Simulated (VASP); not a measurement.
# SrO (Fm-3m) in VASP: single point with r2SCAN

Aim: the single point of SrO with r2SCAN.

All numbers are computed with VASP 6.6.1; they aren't measurements. Logs are shortened: lines on timing, memory, paths and dates and some standing lists are left out, and cuts for length are marked.

## (1) The cell of the first run

The structure is cubic, space group Fm-3m (No. 225). Conventional cell: a = 5.005 Å, b = 5.005 Å, c = 5.005 Å, α = 90.00°, β = 90.00°, γ = 90.00°. Within 3.3 Å of Sr (site symmetry m-3m) lie 6 O at 2.50 Å. O (site symmetry m-3m) has 6 Sr at 2.50 Å within 3.3 Å.

## (2) Single point, r2SCAN (strain -0.030 along x and y, -0.030 along z)

POSCAR

```
SrO
1.0
    0.0000000000      2.5027432598      2.5027432598
    2.5027432598      0.0000000000      2.5027432598
    2.5027432598      2.5027432598      0.0000000000
Sr O
1 1
Direct
    0.0000000000      0.0000000000      0.0000000000
    0.5000000000      0.5000000000      0.5000000000
```

INCAR.step1

```
ALGO     = Normal         # electronic algorithm
EDIFF    = 1E-4           # SCF threshold, eV
ENCUT    = 520            # plane-wave cutoff, eV
GGA      = PE             # functional
ISMEAR   = 0              # smearing method
LASPH    = True           # aspherical terms in the spheres
LCHARG   = False          # write CHGCAR
LREAL    = False          # projectors in reciprocal space
LWAVE    = True           # write WAVECAR
NBANDS   = 15             # bands
NELM     = 60             # most SCF steps
PREC     = Accurate       # precision mode
SIGMA    = 0.05           # smearing width, eV
```

INCAR.step2

```
ALGO     = Normal         # electronic algorithm
EDIFF    = 1E-6           # SCF threshold, eV
ENCUT    = 520            # plane-wave cutoff, eV
ISIF     = 2              # what is computed and relaxed
ISMEAR   = 0              # smearing method
ISTART   = 1            
LASPH    = True           # aspherical terms in the spheres
LCHARG   = True           # write CHGCAR
LELF     = True           # ELF
LMIXTAU  = True         
LREAL    = False          # projectors in reciprocal space
LVHAR    = True         
LWAVE    = False          # write WAVECAR
METAGGA  = R2SCAN         # meta-GGA
NBANDS   = 15             # bands
NELM     = 60             # most SCF steps
PREC     = Accurate       # precision mode
SIGMA    = 0.05           # smearing width, eV
```

KPOINTS

```
k-points
0
Gamma
  8 8 8
```

Potentials or basis: VASP PAW PBE potentials, release 64 (Sr_sv, O).

Started as:

```bash
cat potpaw_PBE.64/Sr_sv/POTCAR potpaw_PBE.64/O/POTCAR > POTCAR
cp INCAR.step1 INCAR
mpirun -np 1 vasp_std > vasp.out
cp INCAR.step2 INCAR
mpirun -np 1 vasp_std > vasp.out
```

OUTCAR:

```text
EDIFF = 1E-6
   ENCUT = 520
   ISIF = 2
   ISMEAR = 0
   ISTART = 1
   LASPH = True
   LREAL = False
   METAGGA = R2SCAN
   NELM = 60
   PREC = Accurate

 ion  position               nearest neighbor table
   1  0.000  0.000  0.000-   2 2.50   2 2.50   2 2.50   2 2.50   2 2.50   2 2.50
   2  0.500  0.500  0.500-   1 2.50   1 2.50   1 2.50   1 2.50   1 2.50   1 2.50

  LATTYP: Found a face centered cubic cell.
 ALAT       =     5.0054865196

  Lattice vectors:

 A1 = (   0.0000000000,   2.5027432598,   2.5027432598)
 A2 = (   2.5027432598,   0.0000000000,   2.5027432598)
 A3 = (   2.5027432598,   2.5027432598,   0.0000000000)

Analysis of symmetry for initial positions (statically):
=====================================================================
 Subroutine PRICEL returns:
 Original cell was already a primitive cell.

 Routine SETGRP: Setting up the symmetry group for a
 face centered cubic supercell.

 Subroutine GETGRP returns: Found 48 space group operations
 (whereof 48 operations were pure point group operations)
 out of a pool of 48 trial point group operations.

The static configuration has the point symmetry O_h .

Analysis of symmetry for dynamics (positions and initial velocities):
=====================================================================
 Subroutine PRICEL returns:
 Original cell was already a primitive cell.

 Routine SETGRP: Setting up the symmetry group for a
 face centered cubic supercell.

 Subroutine GETGRP returns: Found 48 space group operations
 (whereof 48 operations were pure point group operations)
 out of a pool of 48 trial point group operations.

The dynamic configuration has the point symmetry O_h .

 Subroutine INISYM returns: Found 48 space group operations
 (whereof 48 operations are pure point group operations),
 and found     1 'primitive' translations

----------------------------------------------------------------------------------------

                                     Primitive cell

  volume of cell :      31.3530

  direct lattice vectors                    reciprocal lattice vectors
     0.000000000  2.502743260  2.502743260    -0.199780780  0.199780780  0.199780780
     2.502743260  0.000000000  2.502743260     0.199780780 -0.199780780  0.199780780
     2.502743260  2.502743260  0.000000000     0.199780780  0.199780780 -0.199780780

  length of vectors
     3.539413461  3.539413461  3.539413461     0.346030461  0.346030461  0.346030461

  position of ions in fractional coordinates (direct lattice)
     0.000000000  0.000000000  0.000000000
     0.500000000  0.500000000  0.500000000

  ion indices of the primitive-cell ions
   primitive index   ion index
                 1           1
                 2           2

----------------------------------------------------------------------------------------

 KPOINTS: k-points

Automatic generation of k-mesh.
 Grid dimensions read from file:
 generate k-points for:    8    8    8

 Generating k-lattice:

  Cartesian coordinates                     Fractional coordinates (reciprocal lattice)
    -0.024972597  0.024972597  0.024972597     0.125000000  0.000000000  0.000000000
     0.024972597 -0.024972597  0.024972597     0.000000000  0.125000000  0.000000000
     0.024972597  0.024972597 -0.024972597     0.000000000  0.000000000  0.125000000

  Length of vectors
     0.043253808  0.043253808  0.043253808

  Shift w.r.t. Gamma in fractional coordinates (k-lattice)
     0.000000000  0.000000000  0.000000000

 Subroutine IBZKPT returns following result:
 ===========================================

 Found     29 irreducible k-points:

 Following reciprocal coordinates:
            Coordinates               Weight
  0.000000  0.000000  0.000000      1.000000
  0.125000  0.000000  0.000000      8.000000
  0.250000  0.000000  0.000000      8.000000
  0.375000  0.000000  0.000000      8.000000
  0.500000  0.000000  0.000000      4.000000
  0.125000  0.125000  0.000000      6.000000
[... 16 lines left out ...]
  0.500000  0.250000  0.125000     48.000000
 -0.375000  0.250000  0.125000     24.000000
 [... further k-points ...]
   k-points           NKPTS =     29   k-points in BZ     NKDIM =     29   number of bands    NBANDS=     15
   number of dos      NEDOS =    301   number of ions     NIONS =      2
   total plane-waves  NPLWV =  21952
   dimension x,y,z NGX =    28 NGY =   28 NGZ =   28
   dimension x,y,z NGXF=    56 NGYF=   56 NGZF=   56
   ions per type =               1   1
   NGX,Y,Z   is equivalent  to a cutoff of  13.15, 13.15, 13.15 a.u.
   NGXF,Y,Z  is equivalent  to a cutoff of  26.30, 26.30, 26.30 a.u.
 SYSTEM =  unknown system
   PREC   = accura    normal or accurate (medium, high low for compatibility)
   ISTART =      1    job   : 0-new  1-cont  2-samecut
   ICHARG =      0    charge: 1-file 2-atom 10-const
   ISPIN  =      1    spin polarized calculation?
   LNONCOLLINEAR =      F non collinear calculations
   LSORBIT =      F    spin-orbit coupling
   LASPH  =      T    aspherical Exc in radial PAW
   ENCUT  =  520.0 eV  38.22 Ry    6.18 a.u.   6.58  6.58  6.58*2*pi/ulx,y,z
   NELM   =     60;   NELMIN=  2; NELMDL=  0     # of ELM steps
   EDIFF  = 0.1E-05   stopping-criterion for ELM
   LREAL  =      F    real-space projection
   EDIFFG = 0.1E-04   stopping-criterion for IOM
   NSW    =      0    number of steps for IOM
   IBRION =     -1    ionic relax: 0-MD 1-quasi-New 2-CG
   NFREE  =      0    steps in history (QN), initial steepest desc. (CG)
   ISIF   =      2    stress and relaxation
   ISYM   =      2    0-nonsym 1-usesym 2-fastsym
   POTIM  = 0.5000    time-step for ionic-motion
   TEBEG  =    0.0;   TEEND  =   0.0 temperature during run
   PSTRESS=    0.0 pullay stress
   NELECT =      16.0000    total number of electrons
   NUPDOWN=      -1.0000    fix difference up-down
   EMIN   =  10.00;   EMAX   =-10.00  energy-range for DOS
   EFERMI =   0.00;   METHOD = LEGACY
   ISMEAR =     0;   SIGMA  =   0.05  broadening in eV -4-tet -1-fermi 0-gaus
   EFERMI_NEDOS =   21; number of points for ismear=-14 and -15
   IALGO  =     38    algorithm
   IMIX   =      4    mixing-type and parameters
     AMIX     =   0.40;   BMIX     =  1.00
     AMIX_MAG =   1.60;   BMIX_MAG =  1.00
  volume/ion in A,a.u.               =      15.68       105.79
  Fermi-wavevector in a.u.,A,eV,Ry     =   1.308243  2.472221 23.286379  1.711501
  Thomas-Fermi vector in A             =   2.438923
   LORBIT       =      0    0 simple, 1 ext, 2 COOP (PROOUT), +10 PAW based schemes
   METAGGA = R2SCAN    functional components
   LHFCALC =     F    Hartree Fock is set to
   AEXX    =    0.0000 exact exchange contribution
   IVDW    =     0    specifies the selected vdW correction
   LEPSILON=     F    determine dielectric tensor
   LRPA    =     F    only Hartree local field effects (RPA)
 non-spin polarized calculation
 Gauss-broadening in eV      SIGMA  =   0.05
  energy-cutoff  :      520.00
  volume of cell :       31.35
 maximum number of plane-waves:       877
 NGX is ok and might be reduce to    28
   NGX = 13   NGY = 13   NGZ = 13

 number of electron      16.0000000 magnetization

 Free energy of the ion-electron system (eV)
  ---------------------------------------------------
  ext. energy  EPLUGINS =         0.00000000
  ---------------------------------------------------
  free energy    TOTEN  =       -26.95111261 eV

  energy without entropy =      -26.95111261  energy(sigma->0) =      -26.95111261

 E-fermi :   2.0712     XC(G=0): -11.0093

 val. band max:        1.7382338960   @ k =   0.0000   0.0000   0.0000
 cond. band min:       5.4214033663   @ k =   0.5000   0.5000   0.0000
 fundamental gap:      3.6831694703
 Fermi energy:         2.0712379185

 k-point     1 :       0.0000    0.0000    0.0000
  band No.  band energies     occupation
      1     -31.4607      2.00000
      2     -14.3879      2.00000
      3     -12.3845      2.00000
      4     -12.3845      2.00000
      5     -12.3845      2.00000
      6       1.7382      2.00000
      7       1.7382      2.00000
      8       1.7382      2.00000
      9       7.0357      0.00000
     10       8.6901      0.00000
     11       8.6901      0.00000
     12       8.6901      0.00000
     13      11.2017      0.00000
     14      11.2017      0.00000
     15      15.4564      0.00000

 k-point     2 :       0.1250    0.0000    0.0000
  band No.  band energies     occupation
      1     -31.4320      2.00000
      2     -14.7017      2.00000
      3     -12.3982      2.00000
      4     -12.3982      2.00000
      5     -12.1376      2.00000
      6       1.2909      2.00000
      7       1.5122      2.00000
      8       1.5122      2.00000
      9       7.7489      0.00000
     10       8.5276      0.00000
     11       9.0319      0.00000
     12       9.0319      0.00000
     13      11.6756      0.00000
     14      11.6756      0.00000
     15      16.5683      0.00000

 k-point     3 :       0.2500    0.0000    0.0000
  band No.  band energies     occupation
      1     -31.3619      2.00000
      2     -15.2858      2.00000
      3     -12.4305      2.00000
      4     -12.4305      2.00000
      5     -11.7157      2.00000
      6       0.4289      2.00000
      7       1.0251      2.00000
      8       1.0251      2.00000
      9       8.5037      0.00000
     10       9.3448      0.00000
     11       9.9647      0.00000
     12       9.9647      0.00000
     13      12.8545      0.00000
     14      12.8545      0.00000
     15      18.8501      0.00000
[... 343 lines left out ...]
 k-point    23 :       0.5000    0.2500    0.1250
  band No.  band energies     occupation
      1     -31.2546      2.00000
      2     -15.5051      2.00000
      3     -12.8483      2.00000
      4     -12.6058      2.00000
      5     -11.7246      2.00000
      6       0.1475      2.00000
      7       0.6941      2.00000
      8       1.2343      2.00000
      9       8.0004      0.00000
     10      10.0648      0.00000
     11      11.9057      0.00000
     12      11.9612      0.00000
     13      14.3044      0.00000
     14      15.3610      0.00000
     15      18.0726      0.00000

 k-point    24 :      -0.3750    0.2500    0.1250
  band No.  band energies     occupation
      1     -31.2309      2.00000
      2     -15.5812      2.00000
      3     -12.8737      2.00000
      4     -12.6835      2.00000
      5     -11.6968      2.00000
      6       0.0992      2.00000
      7       0.8090      2.00000
      8       0.9263      2.00000
      9       8.9557      0.00000
     10       9.3612      0.00000
     11      12.3953      0.00000
     12      12.4724      0.00000
     13      14.8739      0.00000
     14      16.3003      0.00000
     15      17.1987      0.00000

 [... further k-points ...]

------------------------ aborting loop because EDIFF is reached ----------------------------------------

  FORCE on cell =-STRESS in cart. coord.  units (eV):
  Direction    XX          YY          ZZ          XY          YZ          ZX
  --------------------------------------------------------------------------------------
  -------------------------------------------------------------------------------------
  Total        2.2033427      2.2033427      2.2033427      0.0000000      0.0000000      0.0000000
  in kB      112.5936103    112.5936103    112.5936103      0.0000000      0.0000000      0.0000000
  external PRESSURE =     112.5936103 kB  Pullay stress =       0.0000000 kB

 VOLUME and BASIS-vectors are now :
 -----------------------------------------------------------------------------
  energy-cutoff  :      520.00
  volume of cell :       31.35
      direct lattice vectors                 reciprocal lattice vectors
     0.000000000  2.502743260  2.502743260    -0.199780780  0.199780780  0.199780780
     2.502743260  0.000000000  2.502743260     0.199780780 -0.199780780  0.199780780
     2.502743260  2.502743260  0.000000000     0.199780780  0.199780780 -0.199780780

 POSITION                                       TOTAL-FORCE (eV/Angst)
 -----------------------------------------------------------------------------------
      0.00000      0.00000      0.00000         0.000000      0.000000      0.000000
      2.50274      2.50274      2.50274        -0.000000     -0.000000     -0.000000
 -----------------------------------------------------------------------------------
    total drift:                                0.000000      0.000000      0.000000

  FREE ENERGIE OF THE ION-ELECTRON SYSTEM (eV)
  ---------------------------------------------------
  free  energy   TOTEN  =       -26.9511126107 eV

  energy  without entropy=      -26.9511126107  energy(sigma->0) =      -26.95111261
```

Wall time 44 s (1 thread of AMD EPYC 9R45 (Zen 5), shared host); peak memory 0.14 GiB.

What came out:

```yaml
Free_energy: -26.9511 eV
Pressure: 11.3 GPa
Band_gap_on_the_k_mesh: 3.68 eV, indirect (least direct gap 3.70 eV)
```

Caveat: the cell differs from its parent crystal (strain -0.030 along x and y, -0.030 along z); the PAW data sets were made with another functional, which shifts forces and pressure a little. A k mesh can miss the band edges.
